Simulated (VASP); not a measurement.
Input of a VASP 6.6.1 run:

POSCAR

```
AlAu2
1.0
   -1.6715144750      1.6715144750      4.3990752400
    1.6715144750     -1.6715144750      4.3990752400
    1.6715144750      1.6715144750     -4.3990752400
Al Au
1 2
Direct
    0.0000000000      0.0000000000      0.0000000000
    0.6562728000      0.6562728000      0.0000000000
    0.3437272000      0.3437272000      0.0000000000
```

Contents of INCAR.step1:

```
PREC = Accurate ; ENCUT = 520
ISMEAR = -5 ; SIGMA = 0.05
LREAL = False ; LASPH = True
NELM = 100 ; LMAXMIX = 4
GGA = PE ; ALGO = Normal
EDIFF = 1E-4 ; LWAVE = True
LCHARG = False
```

INCAR.step2

```
PREC = Accurate ; ENCUT = 520
EDIFF = 1E-6 ; ISMEAR = -1
SIGMA = 0.05 ; LREAL = False
LASPH = True ; NELM = 100
ALGO = Normal ; ISIF = 2
LWAVE = False ; LCHARG = False
LMAXMIX = 4 ; METAGGA = R2SCAN
LMIXTAU = True ; LORBIT = 10
ISTART = 1
```

The input KPOINTS:

```
regular mesh
0
Gamma
  14 14 14
```

Potentials or basis: VASP PAW PBE potentials, release 64 (Al, Au).

The run is started by

```sh
$ cat potpaw_PBE.64/Al/POTCAR potpaw_PBE.64/Au/POTCAR > POTCAR
$ cp INCAR.step1 INCAR
$ mpirun -np 1 vasp_std > vasp.out
$ cp INCAR.step2 INCAR
$ mpirun -np 1 vasp_std > vasp.out
```

(1) Predict the pressure.

(2) Predict the largest force.

Results:

(1) -0.1 GPa.

(2) 0.020 eV/Å.

Caveat: the PAW data sets were made with another functional, which shifts forces and pressure a little.
